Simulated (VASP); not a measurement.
# BaTiO3 (R3m) in VASP: phonons with PBE+U

Aim: the phonons of BaTiO3 with PBE+U.

Program: VASP 6.6.1. These are calculated values, not measurements. Logs are shortened: lines on timing, memory, paths and dates and some standing lists are left out, and cuts for length are marked.

**1. The cell of the first run**

Symmetry: R3m, No. 160, trigonal system. The conventional cell has a = 5.721 Å, b = 5.721 Å, c = 7.038 Å, α = 90.00°, β = 90.00°, γ = 120.00°. Within 3.7 Å of Ba (site symmetry 3m) lie 12 O at 2.80 to 2.94 Å and 8 Ti at 3.45 to 3.59 Å. Ti (site symmetry 3m) has 6 O at 1.91 to 2.15 Å within 2.5 Å. Within 2.5 Å of O (site symmetry m) lie 2 Ti at 1.91 to 2.15 Å.

**2. Phonons, PBE+U**

File INCAR:

```
SYSTEM = BaTiO3
PREC = Accurate
ENCUT = 520
EDIFF = 1E-8
ISMEAR = 0
SIGMA = 0.01
LREAL = .FALSE.
LASPH = .TRUE.
NELM = 150
ALGO = Normal
ISIF = 2
LWAVE = .FALSE.
LCHARG = .FALSE.
LMAXMIX = 4
LDAU = .TRUE.
LDAUTYPE = 2
LDAUL = -1 2 -1
LDAUU = 0 4 0
LDAUJ = 0 0 0
LDAUPRINT = 1
GGA = PE
IBRION = 6
NFREE = 2
POTIM = 0.015
NSW = 1
```

File KPOINTS:

```
Automatic mesh
0
G
  6 6 6
  0 0 0
```

File POSCAR:

```
BaTiO3
1.0
    2.8603720851      1.6514365933      2.3460535783
   -2.8603720851      1.6514365933      2.3460535783
    0.0000000000     -3.3028731867      2.3460535783
Ba Ti O
1 1 3
Direct
    0.0026800181      0.0026800181      0.0026800181
    0.5127992509      0.5127992509      0.5127992509
    0.4903227049      0.4903227049      0.9825753212
    0.4903227049      0.9825753212      0.4903227049
    0.9825753212      0.4903227049      0.4903227049
```

Potentials or basis: VASP PAW PBE potentials, release 64 (Ba_sv, Ti_sv, O).

On the command line:

```bash
$ cat potpaw_PBE.64/Ba_sv/POTCAR potpaw_PBE.64/Ti_sv/POTCAR potpaw_PBE.64/O/POTCAR > POTCAR
$ mpirun -np 1 vasp_std > vasp.out
```

OUTCAR:

```text
SYSTEM = BaTiO3
   PREC = Accurate
   ENCUT = 520
   EDIFF = 1E-8
   ISMEAR = 0
   LREAL = .FALSE.
   LASPH = .TRUE.
   NELM = 150
   ISIF = 2
   GGA = PE
   IBRION = 6
   NFREE = 2
   POTIM = 0.015
   NSW = 1

 ion  position               nearest neighbor table
   1  0.003  0.003  0.003-   3 2.80   4 2.80   5 2.80   3 2.86   3 2.86   5 2.86   4 2.86   4 2.86
                             5 2.86   3 2.94   4 2.94   5 2.94   2 3.45   2 3.48   2 3.48   2 3.48
   2  0.513  0.513  0.513-   4 1.91   5 1.91   3 1.91   4 2.15   5 2.15   3 2.15   1 3.45   1 3.48
                             1 3.48   1 3.48   1 3.53   1 3.53   1 3.53   1 3.59
   3  0.490  0.490  0.983-   2 1.91   2 2.15   1 2.80   1 2.86   1 2.86   1 2.94
   4  0.490  0.983  0.490-   2 1.91   2 2.15   1 2.80   1 2.86   1 2.86   1 2.94
   5  0.983  0.490  0.490-   2 1.91   2 2.15   1 2.80   1 2.86   1 2.86   1 2.94

  LATTYP: Found a trigonal (rhomboedric) cell.
 ALAT       =     4.0512885208
 COS(alpha) =     0.0030148013

  Lattice vectors:

 A1 = (   2.8603720851,   1.6514365933,   2.3460535783)
 A2 = (  -2.8603720851,   1.6514365933,   2.3460535783)
 A3 = (   0.0000000000,  -3.3028731867,   2.3460535783)

Analysis of symmetry for initial positions (statically):
=====================================================================
 Subroutine PRICEL returns:
 Original cell was already a primitive cell.

 Routine SETGRP: Setting up the symmetry group for a
 trigonal (rhombohedral) supercell.

 Subroutine GETGRP returns: Found  6 space group operations
 (whereof  6 operations were pure point group operations)
 out of a pool of 12 trial point group operations.

The static configuration has the point symmetry C_3v.

Analysis of symmetry for dynamics (positions and initial velocities):
=====================================================================
 Subroutine PRICEL returns:
 Original cell was already a primitive cell.

 Routine SETGRP: Setting up the symmetry group for a
 trigonal (rhombohedral) supercell.

 Subroutine GETGRP returns: Found  6 space group operations
 (whereof  6 operations were pure point group operations)
 out of a pool of 12 trial point group operations.

The dynamic configuration has the point symmetry C_3v.

 Subroutine INISYM returns: Found  6 space group operations
 (whereof  6 operations are pure point group operations),
 and found     1 'primitive' translations

----------------------------------------------------------------------------------------

                                     Primitive cell

  volume of cell :      66.4926

  direct lattice vectors                    reciprocal lattice vectors
     2.860372085  1.651436593  2.346053578     0.174802433  0.100922232  0.142082575
    -2.860372085  1.651436593  2.346053578    -0.174802433  0.100922232  0.142082575
     0.000000000 -3.302873187  2.346053578     0.000000000 -0.201844464  0.142082575

  length of vectors
     4.051288521  4.051288521  4.051288521     0.246837286  0.246837286  0.246837286

  position of ions in fractional coordinates (direct lattice)
     0.002680018  0.002680018  0.002680018
     0.512799251  0.512799251  0.512799251
     0.490322705  0.490322705  0.982575321
     0.490322705  0.982575321  0.490322705
     0.982575321  0.490322705  0.490322705

  ion indices of the primitive-cell ions
   primitive index   ion index
                 1           1
                 2           2
                 3           3
                 4           4
                 5           5

[... 239 lines left out ...]
[... ionic steps 4 to 12 ...]

--------------------------------------- Ionic step       13  -------------------------------------------

 number of electron      40.0000006 magnetization

------------------------ aborting loop because EDIFF is reached ----------------------------------------
[... 67 lines left out ...]
  FREE ENERGIE OF THE ION-ELECTRON SYSTEM (eV)
  ---------------------------------------------------
  free  energy   TOTEN  =       -37.3094098723 eV

  energy  without entropy=      -37.3094098723  energy(sigma->0) =      -37.30940987

atom =   2  type =  2  l = 2

 onsite density matrix

spin component  1

  0.1600  0.0000  0.0000  0.0624  0.0000
  0.0000  0.1898  0.0003 -0.0000  0.0633
  0.0000  0.0003  0.1087 -0.0000  0.0009
  0.0624 -0.0000 -0.0000  0.1895 -0.0000
  0.0000  0.0633  0.0009 -0.0000  0.1606

spin component  2

  0.1600  0.0000  0.0000  0.0624  0.0000
  0.0000  0.1898  0.0003 -0.0000  0.0633
  0.0000  0.0003  0.1087 -0.0000  0.0009
  0.0624 -0.0000 -0.0000  0.1895 -0.0000
  0.0000  0.0633  0.0009 -0.0000  0.1606

 occupancies and eigenvectors

  o =  0.1086  v =  0.0000  0.1546  0.9667 -0.0000 -0.2037  0.0000  0.0000  0.0000  0.0000  0.0000      0.0000  0.0000  0.0000  0.0000  0.0000  0.0000  0.0000  0.0000  0.0000  0.0000
  o =  0.1086  v =  0.0000  0.0000  0.0000  0.0000  0.0000  0.0000  0.1546  0.9667 -0.0000 -0.2037      0.0000  0.0000  0.0000  0.0000  0.0000  0.0000  0.0000  0.0000  0.0000  0.0000
  o =  0.1104  v =  0.0000  0.6032 -0.2557  0.0000 -0.7555  0.0000  0.0000  0.0000  0.0000  0.0000      0.0000  0.0000  0.0000  0.0000  0.0000  0.0000  0.0000  0.0000  0.0000  0.0000
  o =  0.1104  v =  0.0000  0.0000  0.0000  0.0000  0.0000  0.0000  0.6032 -0.2557  0.0000 -0.7555      0.0000  0.0000  0.0000  0.0000  0.0000  0.0000  0.0000  0.0000  0.0000  0.0000
  o =  0.1106  v =  0.0000  0.0000  0.0000  0.0000  0.0000 -0.7841  0.0000  0.0000  0.6207  0.0000      0.0000  0.0000  0.0000  0.0000  0.0000  0.0000  0.0000  0.0000  0.0000  0.0000
  o =  0.1106  v = -0.7841  0.0000  0.0000  0.6207  0.0000  0.0000  0.0000  0.0000  0.0000  0.0000      0.0000  0.0000  0.0000  0.0000  0.0000  0.0000  0.0000  0.0000  0.0000  0.0000
  o =  0.2389  v = -0.6207  0.0000 -0.0000 -0.7841 -0.0000  0.0000  0.0000  0.0000  0.0000  0.0000      0.0000  0.0000  0.0000  0.0000  0.0000  0.0000  0.0000  0.0000  0.0000  0.0000
  o =  0.2389  v =  0.0000  0.0000  0.0000  0.0000  0.0000 -0.6207  0.0000 -0.0000 -0.7841 -0.0000      0.0000  0.0000  0.0000  0.0000  0.0000  0.0000  0.0000  0.0000  0.0000  0.0000
  o =  0.2401  v =  0.0000  0.0000  0.0000  0.0000  0.0000  0.0000 -0.7825 -0.0061  0.0000 -0.6227      0.0000  0.0000  0.0000  0.0000  0.0000  0.0000  0.0000  0.0000  0.0000  0.0000
  o =  0.2401  v =  0.0000 -0.7825 -0.0061  0.0000 -0.6227  0.0000  0.0000  0.0000  0.0000  0.0000      0.0000  0.0000  0.0000  0.0000  0.0000  0.0000  0.0000  0.0000  0.0000  0.0000

--------------------------------------- Ionic step       15  -------------------------------------------

 number of electron      40.0000005 magnetization

 Free energy of the ion-electron system (eV)
  ---------------------------------------------------
  ext. energy  EPLUGINS =         0.00000000
  ---------------------------------------------------
  free energy    TOTEN  =       -37.30295976 eV

  energy without entropy =      -37.30295976  energy(sigma->0) =      -37.30295976

 E-fermi :   3.7640     XC(G=0): -11.0613

 val. band max:        3.6451531832   @ k =   0.5000   0.5000   0.5000
 cond. band min:       6.2854054927   @ k =   0.0000   0.0000   0.0000
 fundamental gap:      2.6402523095
 Fermi energy:         3.7640033054

 k-point     1 :       0.0000    0.0000    0.0000
  band No.  band energies     occupation
      1     -53.9288      2.00000
      2     -30.1152      2.00000
      3     -30.1041      2.00000
      4     -30.1023      2.00000
      5     -21.2492      2.00000
      6     -13.1727      2.00000
[... 637 lines left out ...]
     23       7.9494      0.00000
     24       9.0987      0.00000

 [... further k-points ...]

------------------------ aborting loop because EDIFF is reached ----------------------------------------

  FORCE on cell =-STRESS in cart. coord.  units (eV):
  Direction    XX          YY          ZZ          XY          YZ          ZX
  --------------------------------------------------------------------------------------
  -------------------------------------------------------------------------------------
  Total        1.5132730      1.5858396      1.3792808      0.0000000     -0.0375264      0.0000000
  in kB       36.4631556     38.2116879     33.2345386      0.0000000     -0.9042193      0.0000000
  external PRESSURE =      35.9697940 kB  Pullay stress =       0.0000000 kB
[... 20 lines left out ...]
  FREE ENERGIE OF THE ION-ELECTRON SYSTEM (eV)
  ---------------------------------------------------
  free  energy   TOTEN  =       -37.3029597592 eV

  energy  without entropy=      -37.3029597592  energy(sigma->0) =      -37.30295976

 INTERNAL STRAIN TENSORS FROM DISPLACED ATOMS
 ============================================

 INTERNAL STRAIN TENSOR FOR ION    1 for displacements in x,y,z  (eV/Angst):
          X           Y           Z          XY          YZ          ZX
  --------------------------------------------------------------------------------
  x     0.00000    -0.00000     0.00000     0.04216    -0.00000     0.62821
  y     0.04216    -0.04216    -0.00000     0.00000     0.62821     0.00000
  z     0.59176     0.59176     1.71774     0.00000    -0.00000     0.00000

 INTERNAL STRAIN TENSOR FOR ION    5 for displacements in x,y,z  (eV/Angst):
          X           Y           Z          XY          YZ          ZX
  --------------------------------------------------------------------------------
  x    -8.51217    -3.43234    -3.70771    -3.27074    -2.72547    -4.77382
  y    -3.78598    -3.11019    -2.14065    -2.53991    -1.62673    -2.72546
  z    -4.48664    -2.13010    -4.37739    -2.04082    -1.21261    -2.10029

 Eigenvectors and eigenvalues of the dynamical matrix
 ----------------------------------------------------

   1 f  =   16.074990 THz   101.002140 2PiTHz  536.203946 cm-1    66.480787 meV
             X         Y         Z           dx          dy          dz
      0.000000 -0.000000  0.018862     0.000000    0.000000   -0.004616
      0.000000 -0.000000  3.609164     0.000000    0.000000   -0.113724
      0.000000 -1.625848  4.605821     0.000000   -0.569351    0.069673
     -1.408026  0.812924  4.605821    -0.493073    0.284676    0.069673
      1.408026  0.812924  4.605821     0.493073    0.284676    0.069673
[... 105 lines left out ...]
  15 f/i=    0.005939 THz     0.037314 2PiTHz    0.198092 cm-1     0.024560 meV
             X         Y         Z           dx          dy          dz
      0.000000 -0.000000  0.018862     0.692529    0.329921    0.000000
      0.000000 -0.000000  3.609164     0.409204    0.194945    0.000000
      0.000000 -1.625848  4.605821     0.236504    0.112790   -0.000095
     -1.408026  0.812924  4.605821     0.236640    0.112592   -0.000126
      1.408026  0.812924  4.605821     0.236743    0.112809    0.000221

 ELASTIC MODULI CONTR FROM IONIC RELAXATION (kBar)
 Direction    XX          YY          ZZ          XY          YZ          ZX
 --------------------------------------------------------------------------------
 XX        -558.8458   -256.6577   -415.9402     -0.0000   -225.0736     -0.0000
 YY        -256.6577   -558.8458   -415.9402      0.0000    225.0736     -0.0000
 ZZ        -415.9402   -415.9402   -495.7846     -0.0000      0.0000     -0.0000
 XY          -0.0000     -0.0000     -0.0000   -151.0940     -0.0000   -225.0734
 YZ        -225.0736    225.0736      0.0000     -0.0000   -356.6622     -0.0000
 ZX          -0.0000     -0.0000     -0.0000   -225.0734     -0.0000   -356.6614
 --------------------------------------------------------------------------------
```

Run time: 23 min. Hardware: 1 thread of Oxide Virtual Turin-like, shared host; peak memory 0.37 GiB.

Results:

| Item | Value |
| --- | --- |
| Highest phonon frequency at Γ, LO-TO splitting left out | 536 cm⁻¹ |

Phonon frequencies in cm⁻¹ (negative: imaginary):
```
              q point                                            frequencies
(0.000, 0.000, 0.000)  0 0 0 167 167 168 276 276 276 289 289 293 492 492 536
```

Eigenvalues of the final occupation matrices:
```csv
site,spin,trace,eigenvalues
site 2 d,1,0.81,0.11 0.11 0.11 0.24 0.24
site 2 d,2,0.81,0.11 0.11 0.11 0.24 0.24
```

Caveat: the cell stands under pressure or tension, which shifts response properties; spin-orbit coupling is left out, which moves the levels of the heavy elements.
